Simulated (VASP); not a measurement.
# Mo (Im-3m) in VASP: single point with PBE

Aim: the single point of Mo with PBE.

Program: VASP 6.6.1. These are calculated values, not measurements. Logs are shortened: lines on timing, memory, paths and dates and some standing lists are left out, and cuts for length are marked.

### 1 The cell of the first run

Symmetry: Im-3m, No. 229, cubic system. Conventional cell: a = 3.161 Å, b = 3.161 Å, c = 3.161 Å, α = 90.00°, β = 90.00°, γ = 90.00°. Within 3.6 Å of Mo (site symmetry m-3m) lie 14 Mo at 2.74 to 3.16 Å.

### 2 Single point, PBE

The input, INCAR:

```
SYSTEM = Mo
  ALGO = Normal
  EDIFF = 1E-6
  ENCUT = 520
  GGA = PE
  ISIF = 2
  ISMEAR = -1
  LASPH = .TRUE.
  LCHARG = .FALSE.
  LREAL = .FALSE.
  LWAVE = .FALSE.
  NBANDS = 28
  NELM = 60
  PREC = Accurate
  SIGMA = 0.1
```

The input, KPOINTS:

```
k-points
0
G
  12 12 16
  0 0 0
```

The input, POSCAR:

```
Mo
1.0
    0.0000000000      3.1608399145     -3.1608399145
   -3.1608399145      0.0000000000      3.1608399145
    1.5804199573      1.5804199573      1.5804199573
Mo
3
Direct
    0.0000000000      0.0000000000      0.0000000000
    0.3333333330      0.6666666670      0.3333333330
    0.6666666670      0.3333333330      0.6666666670
```

Potentials or basis: VASP PAW PBE potentials, release 64 (Mo_sv).

Command:

```sh
> cat potpaw_PBE.64/Mo_sv/POTCAR > POTCAR
> mpirun -np 1 vasp_std > vasp.out
```

OUTCAR:

```text
SYSTEM = Mo
   EDIFF = 1E-6
   ENCUT = 520
   GGA = PE
   ISIF = 2
   ISMEAR = -1
   LASPH = .TRUE.
   LREAL = .FALSE.
   NELM = 60
   PREC = Accurate

 ion  position               nearest neighbor table
   1  0.000  0.000  0.000-   2 2.74   3 2.74   3 2.74   2 2.74   3 2.74   2 2.74   3 3.16   2 3.16
                             3 3.16   3 3.16   2 3.16   2 3.16
   2  0.333  0.667  0.333-   1 2.74   3 2.74   3 2.74   1 2.74   1 2.74   3 2.74   3 3.16   3 3.16
                             1 3.16   1 3.16   1 3.16   3 3.16
   3  0.667  0.333  0.667-   1 2.74   2 2.74   2 2.74   1 2.74   1 2.74   2 2.74   2 3.16   2 3.16
                             1 3.16   1 3.16   1 3.16   2 3.16

  LATTYP: Found a hexagonal cell.
 ALAT       =     4.4701026756
 C/A-ratio  =     0.6123724357

  Lattice vectors:

 A1 = (   0.0000000000,   3.1608399145,  -3.1608399145)
 A2 = (  -3.1608399145,   0.0000000000,   3.1608399145)
 A3 = (   1.5804199573,   1.5804199573,   1.5804199573)

Analysis of symmetry for initial positions (statically):
=====================================================================
 Subroutine PRICEL returns following result:

  LATTYP: Found a body centered cubic cell.
 ALAT       =     3.1608399124

  Lattice vectors:

 A1 = (  -1.5804199604,   1.5804199541,  -1.5804199541)
 A2 = (  -1.5804199557,  -1.5804199557,   1.5804199557)
 A3 = (   1.5804199573,   1.5804199573,   1.5804199573)

   3 primitive cells build up your supercell.

 Routine SETGRP: Setting up the symmetry group for a
 hexagonal supercell.

 Subroutine GETGRP returns: Found 12 space group operations
 (whereof 12 operations were pure point group operations)
 out of a pool of 24 trial point group operations.

The static configuration has the point symmetry D_3d.

Analysis of symmetry for dynamics (positions and initial velocities):
=====================================================================
 Subroutine PRICEL returns following result:

  LATTYP: Found a body centered cubic cell.
 ALAT       =     3.1608399124

  Lattice vectors:

 A1 = (  -1.5804199604,   1.5804199541,  -1.5804199541)
 A2 = (  -1.5804199557,  -1.5804199557,   1.5804199557)
 A3 = (   1.5804199573,   1.5804199573,   1.5804199573)

   3 primitive cells build up your supercell.

 Routine SETGRP: Setting up the symmetry group for a
[... 92 lines left out ...]
   NGX,Y,Z   is equivalent  to a cutoff of  13.39, 13.39, 12.15 a.u.
   NGXF,Y,Z  is equivalent  to a cutoff of  26.78, 26.78, 24.29 a.u.
 SYSTEM =  Mo
   PREC   = accura    normal or accurate (medium, high low for compatibility)
   ISTART =      0    job   : 0-new  1-cont  2-samecut
   ICHARG =      2    charge: 1-file 2-atom 10-const
   ISPIN  =      1    spin polarized calculation?
   LNONCOLLINEAR =      F non collinear calculations
   LSORBIT =      F    spin-orbit coupling
   LASPH  =      T    aspherical Exc in radial PAW
   ENCUT  =  520.0 eV  38.22 Ry    6.18 a.u.   8.31  8.31  5.09*2*pi/ulx,y,z
   NELM   =     60;   NELMIN=  2; NELMDL= -5     # of ELM steps
   EDIFF  = 0.1E-05   stopping-criterion for ELM
   LREAL  =      F    real-space projection
   EDIFFG = 0.1E-04   stopping-criterion for IOM
   NSW    =      0    number of steps for IOM
   IBRION =     -1    ionic relax: 0-MD 1-quasi-New 2-CG
   NFREE  =      0    steps in history (QN), initial steepest desc. (CG)
   ISIF   =      2    stress and relaxation
   ISYM   =      2    0-nonsym 1-usesym 2-fastsym
   POTIM  = 0.5000    time-step for ionic-motion
   TEBEG  =    0.0;   TEEND  =   0.0 temperature during run
   PSTRESS=    0.0 pullay stress
   NELECT =      42.0000    total number of electrons
   NUPDOWN=      -1.0000    fix difference up-down
   EMIN   =  10.00;   EMAX   =-10.00  energy-range for DOS
   EFERMI =   0.00;   METHOD = LEGACY
   ISMEAR =    -1;   SIGMA  =   0.10  broadening in eV -4-tet -1-fermi 0-gaus
   EFERMI_NEDOS =   21; number of points for ismear=-14 and -15
   IALGO  =     38    algorithm
   IMIX   =      4    mixing-type and parameters
     AMIX     =   0.40;   BMIX     =  1.00
     AMIX_MAG =   1.60;   BMIX_MAG =  1.00
  volume/ion in A,a.u.               =      15.79       106.56
  Fermi-wavevector in a.u.,A,eV,Ry     =   1.572745  2.972057 33.654380  2.473527
  Thomas-Fermi vector in A             =   2.674133
   LORBIT       =      0    0 simple, 1 ext, 2 COOP (PROOUT), +10 PAW based schemes
   GGA     = PE    functional components
   LHFCALC =     F    Hartree Fock is set to
   AEXX    =    0.0000 exact exchange contribution
   IVDW    =     0    specifies the selected vdW correction
   LEPSILON=     F    determine dielectric tensor
   LRPA    =     F    only Hartree local field effects (RPA)
 non-spin polarized calculation
  energy-cutoff  :      520.00
  volume of cell :       47.37
 maximum number of plane-waves:      1296
 NGX is ok and might be reduce to    36
   NGX = 17   NGY = 17   NGZ = 11

 number of electron      42.0000004 magnetization

 Free energy of the ion-electron system (eV)
  ---------------------------------------------------
  ext. energy  EPLUGINS =         0.00000000
  ---------------------------------------------------
  free energy    TOTEN  =       -32.84056194 eV

  energy without entropy =      -32.77931195  energy(sigma->0) =      -32.80993694

 E-fermi :  12.4276     XC(G=0): -13.3338

 val. band max:       12.4264192716   @ k =  -0.0833   0.5000   0.3750
 cond. band min:      12.4352502145   @ k =  -0.0833   0.4167   0.2500
 fundamental gap:      0.0088309429
 Fermi energy:        12.4276256920

 k-point     1 :       0.0000    0.0000    0.0000
  band No.  band energies     occupation
      1     -48.8475      2.00000
      2     -48.5612      2.00000
      3     -48.5612      2.00000
      4     -23.0799      2.00000
      5     -23.0799      2.00000
      6     -23.0799      2.00000
[... 733 lines left out ...]
     27      14.8477      0.00000
     28      15.0022      0.00000

 [... further k-points ...]
[... 5 lines left out ...]
  --------------------------------------------------------------------------------------
  -------------------------------------------------------------------------------------
  Total        0.1664468      0.1664468      0.1664468     -0.0269201     -0.0269201     -0.0269201
  in kB        5.6297253      5.6297253      5.6297253     -0.9105177     -0.9105177     -0.9105177
  external PRESSURE =       5.6297253 kB  Pullay stress =       0.0000000 kB

 VOLUME and BASIS-vectors are now :
 -----------------------------------------------------------------------------
  energy-cutoff  :      520.00
  volume of cell :       47.37
      direct lattice vectors                 reciprocal lattice vectors
     0.000000000  3.160839914 -3.160839914    -0.105457202  0.210914404 -0.105457202
    -3.160839914  0.000000000  3.160839914    -0.210914404  0.105457202  0.105457202
     1.580419957  1.580419957  1.580419957     0.210914404  0.210914404  0.210914404

 POSITION                                       TOTAL-FORCE (eV/Angst)
 -----------------------------------------------------------------------------------
      0.00000      0.00000      0.00000        -0.000000     -0.000000      0.000000
     -1.58042      1.58042      1.58042         0.000000      0.000000      0.000000
      0.00000      3.16084     -0.00000        -0.000000     -0.000000     -0.000000
 -----------------------------------------------------------------------------------
    total drift:                               -0.000000     -0.000000      0.000000

  FREE ENERGIE OF THE ION-ELECTRON SYSTEM (eV)
  ---------------------------------------------------
  free  energy   TOTEN  =       -32.8405619407 eV

  energy  without entropy=      -32.7793119479  energy(sigma->0) =      -32.80993694
```

Run time: 2.5 min. Hardware: 1 thread of Intel Xeon Platinum 8375C at 2.90GHz (Ice Lake), shared host; peak memory 0.35 GiB.

What came out:

| Property | Result |
| --- | --- |
| Free energy | -32.8406 eV |
| Pressure | 0.6 GPa |
| Band gap on the k mesh | zero (band 21 reaches 14.46 eV, above the bottom of band 22 at 11.09 eV) |
